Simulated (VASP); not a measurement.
Set up this calculation in VASP 6.6.1, as the native input.

```
Task                   : single point
Functional             : PBEsol
Potentials or basis    : VASP PAW PBE potentials, release 64 (Au)
Cutoff                 : 520 eV
k mesh                 : 24 × 24 × 12
Occupations            : gaussian, width 0.15 eV
Spin                   : no spin polarisation
Dipole correction      : no
Further INCAR settings : ALGO = Fast; EDIFF = 1e-06; NBANDS = 18
```

The structure of Au lies in POSCAR:

```
Au
1.0
    1.5157661584     -2.7057783313      0.0000000000
    1.5157661584      2.7057783313      0.0000000000
    0.0000000000      0.0000000000      4.8006775662
Au
2
Direct
    0.6638639510      0.3361360490      0.2500000000
    0.3361360490      0.6638639510      0.7500000000
```

This cell differs from its parent crystal: strain +0.0750 x Voigt [1, 1, 0, 0, 0, 0].

These files were run (other wordings do the same):

INCAR

```
ALGO = Fast
EDIFF = 1E-6
ENCUT = 520
GGA = PS
ISIF = 2
ISMEAR = 0
LASPH = T
LCHARG = F
LREAL = F
LWAVE = F
NBANDS = 18
NELM = 80
PREC = Accurate
SIGMA = 0.15
```

KPOINTS

```
k-points
0
Gamma
  24 24 12
```

Potentials or basis: VASP PAW PBE potentials, release 64 (Au).

Run with:

```sh
$ cat potpaw_PBE.64/Au/POTCAR > POTCAR
$ mpirun -np 1 vasp_std > vasp.out
```

Results of the run:

| Quantity | Value |
| --- | --- |
| Pressure | -16.1 GPa |
| Largest force | 0.003 eV/Å |
| Band gap on the k mesh | zero (bands 11 and 12 overlap by 5.71 eV) |

Caveat: the cell differs from its parent crystal (strain +0.0750 x Voigt [1, 1, 0, 0, 0, 0]); the cell stands under tension; the PAW data sets were made with another functional, which shifts forces and pressure a little; spin-orbit coupling is left out, which moves the levels of the heavy elements.

Run time: 2.9 min on 1 thread of Intel(R) Xeon(R) 6975P-C (Granite Rapids) (shared host), peak memory 0.68 GiB.
